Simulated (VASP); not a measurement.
Runs of VASP 6.6.1 on Cu2O. The structure is that of space group Pn-3m (No. 224), or close to it. The cells are those of the table. 

```tsv
cell	gap on the mesh (eV)	pressure (GPa)
a = 4.329 Å, 6 atoms	0.66	(b)
a = 4.159 Å, 6 atoms	0.94	(c)
a = 4.203 Å, 6 atoms	0.86	5.2
a = 4.246 Å, 6 atoms	(a)	0.8
a = 4.288 Å, 6 atoms	0.72	-2.9
```

Alike in all rows: task single point; level r2SCAN; potentials or basis VASP PAW PBE potentials, release 64 (Cu, O); no spin polarisation; k mesh 6 × 6 × 6; cutoff (eV) 660; smearing gaussian 0.02 eV.

Task: Estimate the missing entries.

Result: (a) 0.79; (b) -5.9; (c) 10.3.

Caveats: the PAW data sets were made with another functional, which shifts forces and pressure a little.

A k mesh can miss the band edges.
